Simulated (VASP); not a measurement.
## F: single point with PBE

Crystal: F.

```xyz
1
Lattice="-1.3876 1.3876 1.3876 1.3876 -1.3876 1.3876 1.3876 1.3876 -1.3876" Properties=species:S:1:pos:R:3 pbc="T T T"
F     0.0000    0.0000    0.0000
```

```yaml
Program: VASP 6.6.1
Task: single point
Functional: PBE
Potentials_or_basis: VASP PAW PBE potentials, release 64 (F)
Cutoff: 520 eV
k_mesh: 28 × 28 × 28
Occupations: fermi-dirac, width 0.0612256 eV
Spin: no spin polarisation
Dipole_correction: no
Further_INCAR_settings: ALGO = Normal; EDIFF = 1e-07; NBANDS = 10
```

* Pressure: -3.2 GPa

Levels at points of the mesh, in eV from the Fermi level:
```tsv
k point	band 1	band 2	band 3	band 4	band 5	band 6	band 7	band 8
(0.00, 0.00, 0.00)	-21.43	0.40	0.40	0.40	13.25	35.65	35.65	35.65
(0.50, 0.00, 0.00)	-19.96	-3.56	-0.53	0.28	19.53	21.88	28.18	35.40
(0.50, 0.50, 0.50)	-19.16	-1.82	-1.82	-1.82	20.24	20.24	30.94	30.94
```

It took 26 s on 1 thread of Intel(R) Xeon(R) 6975P-C (Granite Rapids), with other jobs on the host, peak memory 0.15 GiB.

Caveat: an odd number of electrons without spin polarisation forces a metal; a magnetic or distorted state may lie lower.
